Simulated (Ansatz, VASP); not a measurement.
**One calculation of Ag, two programs**

INCAR

```
SYSTEM = Ag
PREC = Accurate
ENCUT = 520
EDIFF = 1E-7
ISMEAR = 0
SIGMA = 0.05
LREAL = .False.
LASPH = .True.
NELM = 80
ALGO = Fast
ISIF = 2
LWAVE = .False.
LCHARG = .False.
GGA = PE
NBANDS = 12
```

The input KPOINTS:

```
Automatic mesh
0
Gamma
  8 8 8
  0 0 0
```

Contents of POSCAR:

```
Ag
1.0
    0.0000000000      2.0670121753      2.0670121753
    2.0670121753      0.0000000000      2.0670121753
    2.0670121753      2.0670121753      0.0000000000
Ag
1
Direct
    0.0000000000      0.0000000000      0.0000000000
```

Input for Ansatz:

```yaml
crystal:
  lattice:
    - [0.0, 2.0670121753, 2.0670121753]
    - [2.0670121753, 0.0, 2.0670121753]
    - [2.0670121753, 2.0670121753, 0.0]
  atoms:
    - { symbol: Ag, position: [0.0, 0.0, 0.0] }
basis:
  ecutwfc: 420
  ecutrho_ratio: 4
kpoints:
  mp_grid: { grid: [8, 8, 8] }
hamiltonian:
  xc: pbe
scf:
  occupations: { method: gaussian, width: 0.05 }
output:
  forces: true
  stress: true
  eigenvalues: true
```

Alike in both runs: task single point; functional PBE; k mesh 8 × 8 × 8; occupations gaussian, width 0.05 eV; no spin polarisation.

```csv
,VASP,Ansatz
version,VASP 6.6.1,Ansatz 0.2.0
potentials or method,"VASP PAW PBE potentials, release 64 (Ag), cutoff 520 eV","scalar-relativistic, plane waves, PAW"
valence electrons in the cell,11,19
```

Ansatz gave:

| Property | Result |
| --- | --- |
| gap on the k mesh at the Fermi level (eV) | none |
| pressure (GPa) | 1.4 |

Task: Estimate VASP's values.

Result: gap on the k mesh at the Fermi level (eV): none; pressure (GPa): 1.3.

A gap of «none» marks a metal or a gap that the smearing closes. VASP's potentials hold 11 valence electrons a cell and Ansatz's 19, so a difference there can come from the potentials and not from the codes.
